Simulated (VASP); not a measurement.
A run of VASP 6.6.1 is set up as follows.

INCAR

```
PREC     = Accurate       # precision mode
ENCUT    = 520            # plane-wave cutoff, eV
EDIFF    = 1E-7           # SCF threshold, eV
ISMEAR   = 0              # smearing method
SIGMA    = 0.01           # smearing width, eV
LREAL    = F              # projectors in reciprocal space
LASPH    = T              # aspherical terms in the spheres
NELM     = 60             # most SCF steps
ALGO     = Normal         # electronic algorithm
ISIF     = 2              # what is computed and relaxed
LWAVE    = F              # write WAVECAR
LCHARG   = F              # write CHGCAR
GGA      = PE             # functional
NBANDS   = 11             # bands
```

KPOINTS

```
Automatic mesh
0
Gamma
  6 6 6
```

Contents of POSCAR:

```
AlN
1.0
    0.0000000000      2.0188684513      2.0188684513
    2.0188684513      0.0000000000      2.0188684513
    2.0188684513      2.0188684513      0.0000000000
Al N
1 1
Direct
    0.0000000000      0.0000000000      0.0000000000
    0.5000000000      0.5000000000      0.5000000000
```

Potentials or basis: VASP PAW PBE potentials, release 64 (Al, N).

Launch:

```sh
$ cat potpaw_PBE.64/Al/POTCAR potpaw_PBE.64/N/POTCAR > POTCAR
$ mpirun -np 1 vasp_std > vasp.out
```

(1) Estimate the pressure.

(2) Estimate the band gap on the k mesh.

## Answers

(1) 6.1 GPa.

(2) 4.64 eV, indirect (least direct gap 5.74 eV).

Caveat: the k points lie up to 0.45 Å⁻¹ apart.
